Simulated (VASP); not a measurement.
Write the native input for VASP 6.6.1 that does the following.

* Task: electric field gradients
* Functional: PBEsol
* Potentials or basis: VASP PAW PBE potentials, release 64 (Zn, Au)
* Cutoff: 520 eV
* k mesh: 13 × 13 × 13
* Occupations: fermi-dirac, width 0.05 eV
* Spin: no spin polarisation
* Dipole correction: no
* Further INCAR settings: ALGO = Normal; EDIFF = 1e-08; NBANDS = 18

The structure of ZnAu lies in POSCAR:

```
ZnAu
1.0
    3.1470000000      0.0000000000      0.0000000000
    0.0000000000      3.1470000000      0.0000000000
    0.0000000000      0.0000000000      3.1155300000
Zn Au
1 1
Direct
    0.5000000000      0.5000000000      0.5000000000
    0.0000000000      0.0000000000      0.0000000000
```

This cell differs from its parent crystal: zz strain of -1 %.

One way to write it, as run:

INCAR

```
SYSTEM = ZnAu
PREC = Accurate ; ENCUT = 520
EDIFF = 1E-8 ; ISMEAR = -1
SIGMA = 0.05 ; LREAL = .FALSE.
LASPH = .TRUE. ; NELM = 80
ALGO = Normal ; ISIF = 2
LWAVE = .FALSE. ; LCHARG = .FALSE.
GGA = PS ; LEFG = .TRUE.
NBANDS = 18
```

KPOINTS

```
regular mesh
0
G
  13 13 13
  0 0 0
```

Potentials or basis: VASP PAW PBE potentials, release 64 (Zn, Au).

Run with:

```console
$ cat potpaw_PBE.64/Zn/POTCAR potpaw_PBE.64/Au/POTCAR > POTCAR
$ mpirun -np 1 vasp_std > vasp.out
```

Results of the run:

* Pressure: -0.9 GPa
* Band gap on the k mesh: zero (an odd number of electrons rules out a gap without spin polarisation)
* Largest electric field gradient by atom: Zn +0.4; Au -2.3 V/Å²

Caveat: the cell differs from its parent crystal (zz strain of -1 %); without QUAD_EFG the Cq values of the log hold for a quadrupole moment of 1 mb, not for the nuclei; the PAW data sets were made with another functional, which shifts forces and pressure a little; spin-orbit coupling is left out, which moves the levels of the heavy elements.

Wall time 43 s on 1 thread of Intel(R) Xeon(R) Platinum 8259CL CPU @ 2.50GHz (Skylake/Cascade Lake) (shared host), peak memory 0.23 GiB.
